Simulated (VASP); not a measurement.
# Mg3S2 (P1) in VASP: relaxation of cell and atoms with PBE

Aim: the relaxation of cell and atoms of Mg3S2 with PBE.

Program: VASP 6.6.1. These are calculated values, not measurements. Logs are shortened: lines on timing, memory, paths and dates and some standing lists are left out, and cuts for length are marked.

## Step 1: The cell of the first run

The typed cell holds 10 atoms: a = 3.694 Å, b = 3.712 Å, c = 17.568 Å, α = 89.06°, β = 91.01°, γ = 119.99°.

## Step 2: Relaxation of cell and atoms, PBE

Input file INCAR:

```
SYSTEM = Mg3S2
  PREC = Accurate
  ENCUT = 600
  EDIFF = 1E-6
  ISMEAR = 0
  SIGMA = 0.1
  LREAL = .FALSE.
  LASPH = .TRUE.
  NELM = 60
  ALGO = Normal
  ISIF = 3
  LWAVE = .FALSE.
  LCHARG = .FALSE.
  GGA = PE
  IBRION = 2
  NSW = 80
  EDIFFG = -0.025
```

Input file KPOINTS:

```
regular mesh
0
G
  6 6 1
  0 0 0
```

Input file POSCAR:

```
Mg3S2
1.0
    3.6938919109     -0.0045522268     -0.0322636509
   -1.8508882995      3.2170099792      0.0301972707
   -0.1548592232      0.0779554388     17.5669182453
Mg S
6 4
Direct
    0.3237942421      0.6665413723      0.8404337331
    0.6404577973      0.3567115834      0.3426433425
    0.6948470134      0.3868727256      0.1792491448
    0.3570588824      0.7245739526      0.6643567772
    0.0435486987      0.9703155018     -0.0109370892
    0.9726561184      0.0323466933      0.5060032426
    0.6137098992      0.3025385226      0.9064651409
    0.3551483844      0.6072487044      0.3984578039
    0.7157997128      0.3529312840      0.5830106995
    0.2829792513      0.5999196600      0.0903172047
```

Potentials or basis: VASP PAW PBE potentials, release 64 (Mg, S).

On the command line:

```
cat potpaw_PBE.64/Mg/POTCAR potpaw_PBE.64/S/POTCAR > POTCAR
mpirun -np 1 vasp_std > vasp.out
```

OUTCAR:

```text
SYSTEM = Mg3S2
   PREC = Accurate
   ENCUT = 600
   EDIFF = 1E-6
   ISMEAR = 0
   LREAL = .FALSE.
   LASPH = .TRUE.
   NELM = 60
   ISIF = 3
   GGA = PE
   IBRION = 2
   NSW = 80
   EDIFFG = -0.025

 ion  position               nearest neighbor table
   1  0.324  0.667  0.840-   7 2.36   7 2.38   7 2.56   4 3.10   5 3.24   5 3.43   5 3.47
   2  0.640  0.357  0.343-   8 2.00   8 2.51   8 2.61   3 2.88   6 3.53   6 3.60   6 3.61
   3  0.695  0.387  0.179-  10 2.48  10 2.54   2 2.88  10 2.99
   4  0.357  0.725  0.664-   9 2.47   9 2.50   9 2.77   1 3.10   6 3.43   6 3.53   6 3.58
   5  0.044  0.970  0.989-   7 2.35   7 2.62  10 2.63  10 2.72   7 2.82  10 3.03   1 3.24   1 3.43
                             1 3.47
   6  0.973  0.032  0.506-   9 2.32   9 2.58   8 2.66   9 2.73   8 2.76   4 3.43   2 3.53   4 3.53
                             4 3.58   2 3.60   2 3.61
   7  0.614  0.303  0.906-   5 2.35   1 2.36   1 2.38   1 2.56   5 2.62   5 2.82
   8  0.355  0.607  0.398-   2 2.00   2 2.51   2 2.61   6 2.66   6 2.76
   9  0.716  0.353  0.583-   6 2.32   4 2.47   4 2.50   6 2.58   6 2.73   4 2.77
  10  0.283  0.600  0.090-   3 2.48   3 2.54   5 2.63   5 2.72   3 2.99   5 3.03

  LATTYP: Found a triclinic cell.
 ALAT       =     3.6940356137
 B/A-ratio  =     1.0025854310
 C/A-ratio  =     4.7557131556
 COS(alpha) =     0.0010955020
 COS(beta)  =     0.0175536449
 COS(gamma) =     0.4965433640

  Lattice vectors:

 A1 = (  -3.6938919109,   0.0045522268,   0.0322636509)
 A2 = (  -1.8430036114,  -3.2124577524,   0.0020663802)
 A3 = (  -0.1548592232,   0.0779554388,  17.5669182453)

Analysis of symmetry for initial positions (statically):
=====================================================================
 Subroutine PRICEL returns:
 Original cell was already a primitive cell.

 Routine SETGRP: Setting up the symmetry group for a
 triclinic supercell.

 Subroutine GETGRP returns: Found  1 space group operations
 (whereof  1 operations were pure point group operations)
 out of a pool of  2 trial point group operations.

The static configuration has the point symmetry C_1 .

Analysis of symmetry for dynamics (positions and initial velocities):
=====================================================================
 Subroutine PRICEL returns:
 Original cell was already a primitive cell.

 Routine SETGRP: Setting up the symmetry group for a
 triclinic supercell.

 Subroutine GETGRP returns: Found  1 space group operations
 (whereof  1 operations were pure point group operations)
 out of a pool of  2 trial point group operations.

The dynamic configuration has the point symmetry C_1 .

 Subroutine INISYM returns: Found  1 space group operations
 (whereof  1 operations are pure point group operations),
 and found     1 'primitive' translations

----------------------------------------------------------------------------------------

                                     Primitive cell

  volume of cell :     208.5846

  direct lattice vectors                    reciprocal lattice vectors
     3.693891911 -0.004552227 -0.032263651     0.270924074  0.155858691  0.001696658
    -1.850888300  3.217009979  0.030197271     0.000371329  0.311074221 -0.001377158
    -0.154859223  0.077955439 17.566918245     0.000496945 -0.000248480  0.056930664

  length of vectors
     3.694035614  3.711583568 17.567773765     0.312561456  0.311077491  0.056933375

  position of ions in fractional coordinates (direct lattice)
     0.323794242  0.666541372  0.840433733
     0.640457797  0.356711583  0.342643342
     0.694847013  0.386872726  0.179249145
     0.357058882  0.724573953  0.664356777
     0.043548699  0.970315502  0.989062911
     0.972656118  0.032346693  0.506003243
     0.613709899  0.302538523  0.906465141
     0.355148384  0.607248704  0.398457804
     0.715799713  0.352931284  0.583010700
     0.282979251  0.599919660  0.090317205

  ion indices of the primitive-cell ions
   primitive index   ion index
                 1           1
                 2           2
                 3           3
                 4           4
                 5           5
                 6           6
                 7           7
                 8           8
                 9           9
                10          10

----------------------------------------------------------------------------------------

 KPOINTS: regular mesh

Automatic generation of k-mesh.
 Grid dimensions read from file:
 generate k-points for:    6    6    1

 Generating k-lattice:

  Cartesian coordinates                     Fractional coordinates (reciprocal lattice)
     0.045154012  0.025976448  0.000282776     0.166666667  0.000000000  0.000000000
     0.000061888  0.051845704 -0.000229526    -0.000000000  0.166666667 -0.000000000
     0.000496945 -0.000248480  0.056930664     0.000000000 -0.000000000  1.000000000

  Length of vectors
     0.052093576  0.051846249  0.056933375

  Shift w.r.t. Gamma in fractional coordinates (k-lattice)
     0.000000000  0.000000000  0.000000000

 Subroutine IBZKPT returns following result:
 ===========================================

 Found     20 irreducible k-points:

 Following reciprocal coordinates:
            Coordinates               Weight
  0.000000  0.000000  0.000000      1.000000
  0.166667  0.000000 -0.000000      2.000000
  0.333333  0.000000 -0.000000      2.000000
  0.500000  0.000000 -0.000000      1.000000
  0.000000  0.166667  0.000000      2.000000
  0.166667  0.166667 -0.000000      2.000000
[... 12 lines left out ...]
  0.333333  0.500000  0.000000      2.000000
  0.500000  0.500000 -0.000000      1.000000
   k-points           NKPTS =     20   k-points in BZ     NKDIM =     20   number of bands    NBANDS=     24
   number of dos      NEDOS =    301   number of ions     NIONS =     10
   total plane-waves  NPLWV = 126000
   dimension x,y,z NGX =    30 NGY =   30 NGZ =  140
   dimension x,y,z NGXF=    60 NGYF=   60 NGZF=  280
   ions per type =               6   4
   NGX,Y,Z   is equivalent  to a cutoff of  13.50, 13.44, 13.25 a.u.
   NGXF,Y,Z  is equivalent  to a cutoff of  27.00, 26.87, 26.50 a.u.
 SYSTEM =  Mg3S2
   PREC   = accura    normal or accurate (medium, high low for compatibility)
   ISTART =      0    job   : 0-new  1-cont  2-samecut
   ICHARG =      2    charge: 1-file 2-atom 10-const
   ISPIN  =      1    spin polarized calculation?
   LNONCOLLINEAR =      F non collinear calculations
   LSORBIT =      F    spin-orbit coupling
   LASPH  =      T    aspherical Exc in radial PAW
   ENCUT  =  600.0 eV  44.10 Ry    6.64 a.u.   7.38  7.41 35.09*2*pi/ulx,y,z
   NELM   =     60;   NELMIN=  2; NELMDL= -5     # of ELM steps
   EDIFF  = 0.1E-05   stopping-criterion for ELM
   LREAL  =      F    real-space projection
   EDIFFG = -.3E-01   stopping-criterion for IOM
   NSW    =     80    number of steps for IOM
   IBRION =      2    ionic relax: 0-MD 1-quasi-New 2-CG
   NFREE  =      1    steps in history (QN), initial steepest desc. (CG)
   ISIF   =      3    stress and relaxation
   ISYM   =      2    0-nonsym 1-usesym 2-fastsym
   POTIM  = 0.5000    time-step for ionic-motion
   TEBEG  =    0.0;   TEEND  =   0.0 temperature during run
   PSTRESS=    0.0 pullay stress
   NELECT =      36.0000    total number of electrons
   NUPDOWN=      -1.0000    fix difference up-down
   EMIN   =  10.00;   EMAX   =-10.00  energy-range for DOS
   EFERMI =   0.00;   METHOD = LEGACY
   ISMEAR =     0;   SIGMA  =   0.10  broadening in eV -4-tet -1-fermi 0-gaus
   EFERMI_NEDOS =   21; number of points for ismear=-14 and -15
   IALGO  =     38    algorithm
   IMIX   =      4    mixing-type and parameters
     AMIX     =   0.40;   BMIX     =  1.00
     AMIX_MAG =   1.60;   BMIX_MAG =  1.00
  volume/ion in A,a.u.               =      20.86       140.76
  Fermi-wavevector in a.u.,A,eV,Ry     =   0.911482  1.722452 11.303720  0.830800
  Thomas-Fermi vector in A             =   2.035767
   LORBIT       =      0    0 simple, 1 ext, 2 COOP (PROOUT), +10 PAW based schemes
   GGA     = PE    functional components
   LHFCALC =     F    Hartree Fock is set to
   AEXX    =    0.0000 exact exchange contribution
   IVDW    =     0    specifies the selected vdW correction
   LEPSILON=     F    determine dielectric tensor
   LRPA    =     F    only Hartree local field effects (RPA)
 conjugate gradient relaxation of ions
 non-spin polarized calculation
 Gauss-broadening in eV      SIGMA  =   0.10
  energy-cutoff  :      600.00
  volume of cell :      208.58
 maximum number of plane-waves:      7007
 NGX is ok and might be reduce to    30
   NGX = 15   NGY = 15   NGZ = 71

--------------------------------------- Ionic step        1  -------------------------------------------

 number of electron      35.9999999 magnetization

 Free energy of the ion-electron system (eV)
  ---------------------------------------------------
  ext. energy  EPLUGINS =         0.00000000
  ---------------------------------------------------
  free energy    TOTEN  =       -33.10082571 eV

  energy without entropy =      -33.09366436  energy(sigma->0) =      -33.09724503

------------------------ aborting loop because EDIFF is reached ----------------------------------------

  FORCE on cell =-STRESS in cart. coord.  units (eV):
  Direction    XX          YY          ZZ          XY          YZ          ZX
  --------------------------------------------------------------------------------------
  -------------------------------------------------------------------------------------
  Total       11.0942586      4.4199903      5.4968779     -4.0789412      2.0448644     -5.9227889
  in kB       85.2170640     33.9507679     42.2225419    -31.3311063     15.7069841    -45.4940432
  external PRESSURE =      53.7967912 kB  Pullay stress =       0.0000000 kB
[... 113 lines left out ...]
  FREE ENERGIE OF THE ION-ELECTRON SYSTEM (eV)
  ---------------------------------------------------
  free  energy   TOTEN  =       -34.9176633340 eV

  energy  without entropy=      -34.9151093441  energy(sigma->0) =      -34.91638634

[... ionic steps 4 to 72 ...]

--------------------------------------- Ionic step       73  -------------------------------------------

 number of electron      35.9999997 magnetization

------------------------ aborting loop because EDIFF is reached ----------------------------------------

  FORCE on cell =-STRESS in cart. coord.  units (eV):
  Direction    XX          YY          ZZ          XY          YZ          ZX
  --------------------------------------------------------------------------------------
  -------------------------------------------------------------------------------------
  Total       -0.1109945     -0.0076198      0.1727421      0.0039051      0.0004952     -0.0758666
  in kB       -0.8912663     -0.0611855      1.3870886      0.0313575      0.0039760     -0.6091955
  external PRESSURE =       0.1448789 kB  Pullay stress =       0.0000000 kB
[... 73 lines left out ...]
  energy  without entropy=      -35.8295047331  energy(sigma->0) =      -35.83220341

--------------------------------------- Ionic step       75  -------------------------------------------

 number of electron      35.9999998 magnetization

 Free energy of the ion-electron system (eV)
  ---------------------------------------------------
  ext. energy  EPLUGINS =         0.00000000
  ---------------------------------------------------
  free energy    TOTEN  =       -35.83547380 eV

  energy without entropy =      -35.82989058  energy(sigma->0) =      -35.83268219

 E-fermi :   4.4357     XC(G=0):  -9.1116

 val. band max:        4.3213902246   @ k =   0.5000   0.0000  -0.0000
 cond. band min:       4.4380710270   @ k =   0.0000   0.5000   0.0000
 fundamental gap:      0.1166808024
 Fermi energy:         4.4356769496

 k-point     1 :       0.0000    0.0000    0.0000
  band No.  band energies     occupation
      1      -9.9738      2.00000
      2      -9.8958      2.00000
      3      -9.3556      2.00000
      4      -9.2767      2.00000
      5      -2.1964      2.00000
      6      -1.6741      2.00000
[... 566 lines left out ...]
  FREE ENERGIE OF THE ION-ELECTRON SYSTEM (eV)
  ---------------------------------------------------
  free  energy   TOTEN  =       -35.8354737966 eV

  energy  without entropy=      -35.8298905761  energy(sigma->0) =      -35.83268219

 reached required accuracy - stopping structural energy minimisation
```

Run time: 88 min. Hardware: 1 thread of Intel Xeon Platinum 8375C at 2.90GHz (Ice Lake), shared host; peak memory 0.44 GiB.

Results:

```yaml
Free_energy: -35.8355 eV
Relaxed_volume: 19.98 Å³/atom
Relaxed_cell: a = 3.650 Å, b = 3.647 Å, c = 17.814 Å, α = 100.13°, β = 91.95°, γ = 120.15°
Space_group_after_relaxing_to_0.1_Å: Cm (No. 8)
Energy_gained_by_relaxing: 273.5 meV/atom
Ionic_steps: 75
Pressure_after_relaxing: -0.1 GPa
Largest_force_after_relaxing: 0.025 eV/Å
Band_gap_on_the_k_mesh: zero (bands 18 and 19 overlap by 0.43 eV)
```

Forces on the atoms (eV/Å):
```
Mg   0.014  0.014 -0.008
Mg   0.011  0.004  0.009
Mg  -0.008  0.006  0.000
Mg  -0.012  0.005  0.000
Mg  -0.005 -0.004  0.013
Mg  -0.001 -0.009 -0.004
S   -0.002 -0.012  0.021
S    0.018  0.003 -0.015
S   -0.013 -0.011 -0.017
S   -0.002  0.003  0.000
```

Step by step:
| step | energy change (eV) | largest force (eV/Å) | pressure (GPa) | volume (Å³) |
| --- | --- | --- | --- | --- |
| 1 | 0.0000 | 6.7533 | 5.38 | 208.58 |
| 3 | -1.8168 | 1.2878 | -1.67 | 223.84 |
| 5 | -2.1370 | 0.6258 | -1.01 | 217.99 |
| 7 | -2.3535 | 0.4127 | 0.07 | 210.55 |
| 9 | -2.4456 | 0.3454 | 0.04 | 209.16 |
| 11 | -2.4839 | 0.1989 | -0.16 | 209.76 |
| 13 | -2.5009 | 0.0998 | 0.09 | 208.63 |
| 15 | -2.5078 | 0.0867 | -0.03 | 208.83 |
| 17 | -2.5114 | 0.0725 | 0.06 | 208.40 |
| 19 | -2.5135 | 0.0694 | -0.03 | 208.70 |
| 21 | -2.5155 | 0.0715 | -0.31 | 209.71 |
| 23 | -2.5196 | 0.1217 | -0.18 | 209.05 |
| 25 | -2.5260 | 0.1852 | 0.01 | 207.85 |
| 27 | -2.5579 | 0.2154 | 0.21 | 205.01 |
| 29 | -2.5712 | 0.3460 | 0.43 | 202.76 |
| 31 | -2.5759 | 0.3917 | 0.45 | 202.15 |
| 33 | -2.5930 | 0.4564 | 0.28 | 201.32 |
| 35 | -2.6293 | 0.2420 | -0.09 | 202.40 |
| 37 | -2.6371 | 0.1718 | -0.34 | 203.20 |
| 39 | -2.6545 | 0.1683 | 0.35 | 200.35 |
| 41 | -2.6557 | 0.1760 | 0.60 | 199.41 |
| 43 | -2.6730 | 0.1635 | 0.22 | 200.16 |
| 45 | -2.6864 | 0.2306 | -0.24 | 201.11 |
| 47 | -2.7054 | 0.1820 | -0.01 | 200.23 |
| 49 | -2.7191 | 0.0838 | -0.07 | 200.41 |
| 51 | -2.7226 | 0.0651 | -0.04 | 200.20 |
| 53 | -2.7243 | 0.0446 | 0.03 | 199.95 |
| 55 | -2.7266 | 0.0415 | 0.01 | 199.97 |
| 57 | -2.7283 | 0.0407 | -0.06 | 200.11 |
| 59 | -2.7290 | 0.0320 | -0.07 | 200.13 |
| 61 | -2.7301 | 0.0326 | 0.03 | 199.74 |
| 63 | -2.7307 | 0.0295 | -0.07 | 200.03 |
| 65 | -2.7310 | 0.0273 | -0.09 | 200.06 |
| 67 | -2.7316 | 0.0354 | 0.01 | 199.64 |
| 69 | -2.7327 | 0.0352 | 0.09 | 199.37 |
| 71 | -2.7328 | 0.0415 | 0.12 | 199.24 |
| 73 | -2.7336 | 0.0373 | 0.01 | 199.53 |
| 75 | -2.7346 | 0.0245 | -0.10 | 199.76 |

Final structure:
```xyz
10
Lattice="3.6492 -0.0029 -0.0629 -1.8351 3.1352 -0.3244 -0.3036 -1.9927 17.6996" Properties=species:S:1:pos:R:3 pbc="T T T"
Mg   -0.3129   -0.2869   14.4192
Mg    1.5798   -0.2748    5.6727
Mg    1.8621    1.3789    2.8914
Mg   -0.1158    1.4555   11.6414
Mg   -2.1130    1.1211   17.3713
Mg    3.4753   -0.9732    8.7903
S     1.5113   -1.1447   16.0306
S    -0.2203    0.9415    7.1048
S     1.6862    0.2464   10.2183
S     0.0480    2.2383    1.2710
```

Caveat: semilocal functionals underestimate gaps, so a narrow gap can read as zero.
